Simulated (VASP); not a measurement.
# Cd (P6_3/mmc) in VASP: further runs

The runs below take Cd through single point, with PBE.

All numbers are computed with VASP 6.6.1; they aren't measurements. Logs are shortened: lines on timing, memory, paths and dates and some standing lists are left out, and cuts for length are marked.

### 1 The cell of the first run

It takes space group P6_3/mmc (No. 194, hexagonal). Conventional cell: a = 2.979 Å, b = 2.979 Å, c = 5.758 Å, α = 90.00°, β = 90.00°, γ = 120.00°. Within 3.9 Å of Cd (site symmetry -6m2) lie 12 Cd at 2.98 to 3.35 Å.

### 2 Single point, PBE (strain +0.000 along x and y, +0.025 along z)

File INCAR:

```
PREC = Accurate
ENCUT = 500
EDIFF = 1E-6
ISMEAR = 0
SIGMA = 0.15
LREAL = F
LASPH = T
NELM = 120
ALGO = Normal
ISIF = 2
LWAVE = F
LCHARG = F
GGA = PE
NBANDS = 19
GGA_COMPAT = F
```

File KPOINTS:

```
Automatic mesh
0
Gamma
  18 18 8
```

File POSCAR:

```
Cd
1.0
    2.9788725081      0.0000000000      0.0000000000
   -1.4894362540      2.5797792666      0.0000000000
    0.0000000000      0.0000000000      5.7580912500
Cd
2
Direct
    0.3333333333      0.6666666667      0.2500000000
    0.6666666667      0.3333333333      0.7500000000
```

Potentials or basis: VASP PAW PBE potentials, release 64 (Cd).

The run is started by

```
cat potpaw_PBE.64/Cd/POTCAR > POTCAR
mpirun -np 1 vasp_std > vasp.out
```

OUTCAR:

```text
PREC = Accurate
   ENCUT = 500
   EDIFF = 1E-6
   ISMEAR = 0
   LREAL = F
   LASPH = T
   NELM = 120
   ISIF = 2
   GGA = PE

 ion  position               nearest neighbor table
   1  0.333  0.667  0.250-   2 3.35   2 3.35   2 3.35   2 3.35   2 3.35   2 3.35
   2  0.667  0.333  0.750-   1 3.35   1 3.35   1 3.35   1 3.35   1 3.35   1 3.35

  LATTYP: Found a hexagonal cell.
 ALAT       =     2.9788725081
 C/A-ratio  =     1.9329767334

  Lattice vectors:

 A1 = (   2.9788725081,   0.0000000000,   0.0000000000)
 A2 = (  -1.4894362540,   2.5797792666,   0.0000000000)
 A3 = (   0.0000000000,   0.0000000000,   5.7580912500)

Analysis of symmetry for initial positions (statically):
=====================================================================
 Subroutine PRICEL returns:
 Original cell was already a primitive cell.

 Routine SETGRP: Setting up the symmetry group for a
 hexagonal supercell.

 Subroutine GETGRP returns: Found 24 space group operations
 (whereof 12 operations were pure point group operations)
 out of a pool of 24 trial point group operations.

The static configuration has the point symmetry D_3d.
 The point group associated with its full space group is D_6h.

Analysis of symmetry for dynamics (positions and initial velocities):
=====================================================================
 Subroutine PRICEL returns:
 Original cell was already a primitive cell.

 Routine SETGRP: Setting up the symmetry group for a
 hexagonal supercell.

 Subroutine GETGRP returns: Found 24 space group operations
 (whereof 12 operations were pure point group operations)
 out of a pool of 24 trial point group operations.

The dynamic configuration has the point symmetry D_3d.
 The point group associated with its full space group is D_6h.

 Subroutine INISYM returns: Found 24 space group operations
 (whereof 12 operations are pure point group operations),
 and found     1 'primitive' translations

----------------------------------------------------------------------------------------

                                     Primitive cell

  volume of cell :      44.2500

  direct lattice vectors                    reciprocal lattice vectors
     2.978872508  0.000000000  0.000000000     0.335697482  0.193815032  0.000000000
    -1.489436254  2.579779267  0.000000000     0.000000000  0.387630063  0.000000000
     0.000000000  0.000000000  5.758091250     0.000000000  0.000000000  0.173668661

  length of vectors
     2.978872508  2.978872508  5.758091250     0.387630063  0.387630063  0.173668661

  position of ions in fractional coordinates (direct lattice)
     0.333333333  0.666666667  0.250000000
     0.666666667  0.333333333  0.750000000

  ion indices of the primitive-cell ions
   primitive index   ion index
                 1           1
                 2           2

----------------------------------------------------------------------------------------

 KPOINTS: Automatic mesh

Automatic generation of k-mesh.
 Grid dimensions read from file:
 generate k-points for:   18   18    8

 Generating k-lattice:

  Cartesian coordinates                     Fractional coordinates (reciprocal lattice)
     0.018649860  0.010767502  0.000000000     0.055555556  0.000000000  0.000000000
     0.000000000  0.021535004  0.000000000     0.000000000  0.055555556  0.000000000
     0.000000000  0.000000000  0.021708583     0.000000000  0.000000000  0.125000000

  Length of vectors
     0.021535004  0.021535004  0.021708583

  Shift w.r.t. Gamma in fractional coordinates (k-lattice)
     0.000000000  0.000000000  0.000000000

 Subroutine IBZKPT returns following result:
 ===========================================

 Found    185 irreducible k-points:

 Following reciprocal coordinates:
            Coordinates               Weight
  0.000000  0.000000  0.000000      1.000000
  0.055556  0.000000  0.000000      6.000000
  0.111111  0.000000  0.000000      6.000000
  0.166667  0.000000  0.000000      6.000000
  0.222222  0.000000  0.000000      6.000000
  0.277778  0.000000  0.000000      6.000000
[... 16 lines left out ...]
  0.333333  0.111111  0.000000     12.000000
  0.388889  0.111111  0.000000     12.000000
 [... further k-points ...]
   k-points           NKPTS =    185   k-points in BZ     NKDIM =    185   number of bands    NBANDS=     19
   number of dos      NEDOS =    301   number of ions     NIONS =      2
   total plane-waves  NPLWV =  24192
   dimension x,y,z NGX =    24 NGY =   24 NGZ =   42
   dimension x,y,z NGXF=    48 NGYF=   48 NGZF=   84
   ions per type =               2
   NGX,Y,Z   is equivalent  to a cutoff of  13.39, 13.39, 12.13 a.u.
   NGXF,Y,Z  is equivalent  to a cutoff of  26.79, 26.79, 24.25 a.u.
 SYSTEM =  unknown system
   PREC   = accura    normal or accurate (medium, high low for compatibility)
   ISTART =      0    job   : 0-new  1-cont  2-samecut
   ICHARG =      2    charge: 1-file 2-atom 10-const
   ISPIN  =      1    spin polarized calculation?
   LNONCOLLINEAR =      F non collinear calculations
   LSORBIT =      F    spin-orbit coupling
   LASPH  =      T    aspherical Exc in radial PAW
   ENCUT  =  500.0 eV  36.75 Ry    6.06 a.u.   5.43  5.43 10.50*2*pi/ulx,y,z
   NELM   =    120;   NELMIN=  2; NELMDL= -5     # of ELM steps
   EDIFF  = 0.1E-05   stopping-criterion for ELM
   LREAL  =      F    real-space projection
   EDIFFG = 0.1E-04   stopping-criterion for IOM
   NSW    =      0    number of steps for IOM
   IBRION =     -1    ionic relax: 0-MD 1-quasi-New 2-CG
   NFREE  =      0    steps in history (QN), initial steepest desc. (CG)
   ISIF   =      2    stress and relaxation
   ISYM   =      2    0-nonsym 1-usesym 2-fastsym
   POTIM  = 0.5000    time-step for ionic-motion
   TEBEG  =    0.0;   TEEND  =   0.0 temperature during run
   PSTRESS=    0.0 pullay stress
   NELECT =      24.0000    total number of electrons
   NUPDOWN=      -1.0000    fix difference up-down
   EMIN   =  10.00;   EMAX   =-10.00  energy-range for DOS
   EFERMI =   0.00;   METHOD = LEGACY
   ISMEAR =     0;   SIGMA  =   0.15  broadening in eV -4-tet -1-fermi 0-gaus
   EFERMI_NEDOS =   21; number of points for ismear=-14 and -15
   IALGO  =     38    algorithm
   IMIX   =      4    mixing-type and parameters
     AMIX     =   0.40;   BMIX     =  1.00
     AMIX_MAG =   1.60;   BMIX_MAG =  1.00
  volume/ion in A,a.u.               =      22.12       149.31
  Fermi-wavevector in a.u.,A,eV,Ry     =   1.335081  2.522937 24.251581  1.782441
  Thomas-Fermi vector in A             =   2.463813
   LORBIT       =      0    0 simple, 1 ext, 2 COOP (PROOUT), +10 PAW based schemes
   GGA     = PE    functional components
   LHFCALC =     F    Hartree Fock is set to
   AEXX    =    0.0000 exact exchange contribution
   IVDW    =     0    specifies the selected vdW correction
   LEPSILON=     F    determine dielectric tensor
   LRPA    =     F    only Hartree local field effects (RPA)
 non-spin polarized calculation
 Gauss-broadening in eV      SIGMA  =   0.15
  energy-cutoff  :      500.00
  volume of cell :       44.25
 maximum number of plane-waves:      1160
 NGX is ok and might be reduce to    24
   NGX = 11   NGY = 11   NGZ = 21

 number of electron      23.9999994 magnetization

 Free energy of the ion-electron system (eV)
  ---------------------------------------------------
  ext. energy  EPLUGINS =         0.00000000
  ---------------------------------------------------
  free energy    TOTEN  =        -1.48546456 eV

  energy without entropy =       -1.48043462  energy(sigma->0) =       -1.48294959

 E-fermi :   2.8446     XC(G=0): -10.8965

 val. band max:        2.8370869604   @ k =   0.2778   0.0556   0.0000
 cond. band min:       2.8546098026   @ k =   0.0556   0.0556   0.2500
 fundamental gap:      0.0175228422
 Fermi energy:         2.8446084101

 k-point     1 :       0.0000    0.0000    0.0000
  band No.  band energies     occupation
      1      -7.0318      2.00000
      2      -6.8124      2.00000
      3      -6.4220      2.00000
      4      -6.4220      2.00000
      5      -6.3797      2.00000
      6      -6.3797      2.00000
[... 11 lines left out ...]
     18      17.8368      0.00000
     19      18.5594      0.00000

 k-point     2 :       0.0556    0.0000    0.0000
  band No.  band energies     occupation
      1      -6.9989      2.00000
      2      -6.7813      2.00000
      3      -6.4341      2.00000
      4      -6.3934      2.00000
      5      -6.3911      2.00000
      6      -6.3519      2.00000
[... 11 lines left out ...]
     18      17.2907      0.00000
     19      18.8883      0.00000

 k-point     3 :       0.1111    0.0000    0.0000
  band No.  band energies     occupation
      1      -6.9149      2.00000
      2      -6.7107      2.00000
      3      -6.4649      2.00000
      4      -6.4133      2.00000
      5      -6.3104      2.00000
      6      -6.2714      2.00000
[... 11 lines left out ...]
     18      16.9118      0.00000
     19      18.6475      0.00000

 k-point     4 :       0.1667    0.0000    0.0000
  band No.  band energies     occupation
      1      -6.8434      2.00000
      2      -6.6471      2.00000
      3      -6.5077      2.00000
      4      -6.3804      2.00000
      5      -6.1806      2.00000
      6      -6.1457      2.00000
[... 407 lines left out ...]
     18      14.3757      0.00000
     19      15.0747      0.00000

 k-point    23 :       0.3333    0.1111    0.0000
  band No.  band energies     occupation
      1      -6.9879      2.00000
      2      -6.8111      2.00000
      3      -6.6896      2.00000
      4      -6.3319      2.00000
      5      -6.1526      2.00000
      6      -6.1393      2.00000
[... 11 lines left out ...]
     18      13.9064      0.00000
     19      14.7772      0.00000

 k-point    24 :       0.3889    0.1111    0.0000
  band No.  band energies     occupation
      1      -7.0363      2.00000
      2      -6.8580      2.00000
      3      -6.7524      2.00000
      4      -6.3568      2.00000
      5      -6.1782      2.00000
      6      -6.0830      2.00000
[... 11 lines left out ...]
     18      13.6097      0.00000
     19      14.5866      0.00000

 [... further k-points ...]

------------------------ aborting loop because EDIFF is reached ----------------------------------------

  FORCE on cell =-STRESS in cart. coord.  units (eV):
  Direction    XX          YY          ZZ          XY          YZ          ZX
  --------------------------------------------------------------------------------------
  -------------------------------------------------------------------------------------
  Total        0.6807180      0.6807180      0.3934281      0.0000000      0.0000000      0.0000000
  in kB       24.6470419     24.6470419     14.2450155      0.0000000      0.0000000      0.0000000
  external PRESSURE =      21.1796998 kB  Pullay stress =       0.0000000 kB

 VOLUME and BASIS-vectors are now :
 -----------------------------------------------------------------------------
  energy-cutoff  :      500.00
  volume of cell :       44.25
      direct lattice vectors                 reciprocal lattice vectors
     2.978872508  0.000000000  0.000000000     0.335697482  0.193815032  0.000000000
    -1.489436254  2.579779267  0.000000000     0.000000000  0.387630063  0.000000000
     0.000000000  0.000000000  5.758091250     0.000000000  0.000000000  0.173668661

 POSITION                                       TOTAL-FORCE (eV/Angst)
 -----------------------------------------------------------------------------------
     -0.00000      1.71985      1.43952         0.000000     -0.000000      0.000000
      1.48944      0.85993      4.31857        -0.000000      0.000000      0.000000
 -----------------------------------------------------------------------------------
    total drift:                               -0.000000      0.000000     -0.000000

  FREE ENERGIE OF THE ION-ELECTRON SYSTEM (eV)
  ---------------------------------------------------
  free  energy   TOTEN  =        -1.4854645641 eV

  energy  without entropy=       -1.4804346179  energy(sigma->0) =       -1.48294959
```

Run time: 50 s. Hardware: 1 thread of Intel Xeon Platinum 8488C (Sapphire Rapids), shared host; peak memory 0.25 GiB.

Results:

```
Free energy            : -1.4855 eV
Pressure               : 2.1 GPa
Band gap on the k mesh : zero (bands 12 and 13 overlap by 4.65 eV)
```

Stress tensor (GPa, compression positive):
```
2.46 0.00 0.00
0.00 2.46 0.00
0.00 0.00 1.42
```

Caveat: the cell differs from its parent crystal (strain +0.000 along x and y, +0.025 along z).

[end of part 1 of 2]

The gap in the log of VASP goes by the Fermi energy; the results here count the filled bands.